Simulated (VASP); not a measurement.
# GaAs: relaxation of the atoms with r2SCAN

GaAs:

```
Ga As
1.0
     0.00000    2.80487    2.85604
     2.80487    0.00000    2.85604
     2.80487    2.80487    0.00000
Ga As
1 1
Cartesian
  0.0000 0.0000 0.0000
  1.4024 1.4024 1.4280
```

This cell differs from its parent crystal: strained cell.

```yaml
Program: VASP 6.6.1
Task: relaxation of the atoms
Functional: r2SCAN
Potentials_or_basis: VASP PAW PBE potentials, release 64 (Ga_d, As)
Cutoff: 500 eV
k_mesh: 8 × 8 × 8
Occupations: gaussian, width 0.02 eV
Spin: no spin polarisation
Dipole_correction: no
Further_INCAR_settings: ALGO = Normal; EDIFF = 1e-07; IBRION = 2; EDIFFG = -0.002; NSW = 60
```

| Quantity | Value |
| --- | --- |
| Pressure after relaxing | 1.0 GPa |
| Band gap on the k mesh | 1.00 eV |

Stress tensor (GPa, compression positive):
```
1.44 0.00 0.00
0.00 1.44 0.00
0.00 0.00 0.18
```

Final structure:
```
CELL_PARAMETERS angstrom
0.00000 2.80487 2.85604
2.80487 0.00000 2.85604
2.80487 2.80487 0.00000
ATOMIC_POSITIONS crystal
Ga 0.00000 0.00000 0.00000
As 0.25000 0.25000 0.25000
```

Levels at points of the mesh, in eV from the valence-band top:
```tsv
k point	band 7	band 8	band 9	band 10	band 11	band 12
(0.00, 0.00, 0.00)	-0.11	0.00	0.00	1.00	3.99	3.99
(0.50, 0.00, 0.00)	-6.88	-1.31	-1.15	1.33	4.90	5.02
(0.50, 0.50, 0.00)	-7.13	-2.75	-2.75	1.79	2.03	10.87
(0.50, 0.00, 0.50)	-7.02	-2.88	-2.87	1.67	1.85	10.80
```

Run time: 2.3 min on 1 thread of Intel Xeon 8259CL, on a shared host, peak memory 0.19 GiB.

Caveat: the cell differs from its parent crystal (strained cell); the PAW data sets were made with another functional, which shifts forces and pressure a little. A k mesh can miss the band edges.
